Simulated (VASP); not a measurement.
Crystal: Li3Si2N.

```
Li Si N
1.0
     2.94587    0.00000    0.00000
    -1.47293    2.55119    0.00000
     0.00000    0.00000    8.10537
Li Si N
3 2 1
Direct
  0.66667 0.33333 0.77690
  0.33333 0.66667 0.22310
  0.00000 0.00000 0.50000
  0.66667 0.33333 0.35839
  0.33333 0.66667 0.64161
  0.00000 0.00000 0.00000
```

The cell was generated, and may not be a known phase.

- Program: VASP 6.6.1
- Task: relaxation of cell and atoms
- Functional: PBE
- Potentials or basis: VASP PAW PBE potentials, release 64 (Li_sv, Si, N)
- Cutoff: 600 eV
- k mesh: 6 × 6 × 2
- Occupations: gaussian, width 0.1 eV
- Spin: collinear spin, ferromagnetic start
- Starting moments: [0.0, 0.0, 0.0, 0.0, 0.0, 1.0] μB

At the start: pressure 45.8 GPa; volume 10.15 Å³/atom.

Question: How do energy, volume and symmetry change on relaxing?

Answer: Over 32 steps the energy falls by 1455.1 meV/atom and the volume is 12.92 Å³/atom (+27.2 %); space group P-3m1 (No. 164, to 0.1 Å) before and after; moment 0.00 μB per cell.

The path:
```csv
step,energy change (eV),largest force (eV/Å),pressure (GPa),volume (Å³)
1,0.0000,5.9325,45.83,60.92
2,-5.1357,1.9949,0.36,90.25
3,-5.2511,1.7637,-1.91,94.53
4,-5.2743,1.4074,-5.38,103.48
5,-5.2960,1.5835,-3.66,98.55
6,-5.6582,1.5388,-2.71,94.57
7,-6.4262,1.2112,2.31,83.30
8,-4.9432,3.5936,31.37,63.52
9,-6.4551,1.2079,4.92,79.65
10,-6.4750,1.6357,8.47,75.91
11,-6.6743,1.7708,7.92,76.12
12,-7.1003,1.9405,6.84,76.75
13,-6.9243,1.6428,6.93,78.02
14,-7.1263,1.8200,6.89,77.40
15,-7.1617,1.9185,6.75,77.08
16,-7.4659,1.3658,2.21,80.83
17,-7.6419,0.8581,-2.81,86.58
18,-7.6467,0.8149,-3.44,87.48
19,-7.7706,0.8720,-3.04,85.54
20,-8.1290,0.9982,-1.32,79.90
21,-8.4293,0.7397,5.84,69.37
22,-8.4435,0.6118,2.97,72.21
23,-8.4523,0.5772,3.91,71.12
24,-8.5502,0.6384,3.47,71.87
25,-8.5733,0.6913,3.53,72.55
26,-8.6893,0.3482,0.61,76.35
27,-8.7086,0.1808,-0.84,78.73
28,-8.7245,0.1391,-0.17,77.74
29,-8.7278,0.1015,0.35,77.08
30,-8.7299,0.0527,0.04,77.44
31,-8.7303,0.0430,-0.15,77.66
32,-8.7309,0.0232,-0.08,77.50
```

Final structure:
```
Li Si N
1.0
     3.16816    0.00000    0.00000
    -1.58408    2.74371    0.00000
     0.00000    0.00000    8.91554
Li Si N
3 2 1
Direct
  0.66667 0.33333 0.93617
  0.33333 0.66667 0.06383
  0.00000 0.00000 0.50000
  0.66667 0.33333 0.26444
  0.33333 0.66667 0.73556
  0.00000 0.00000 0.00000
```

Caveat: the k points lie up to 0.38 Å⁻¹ apart in the final cell, too coarse for converged energies and pressures of a metal; the cutoff is under 1.25 times the usual one of these potentials, so pressure, stress and relaxed cells hold a basis-set (Pulay) error; the volume moved by over 15 % at a fixed basis, so the end points are rough.
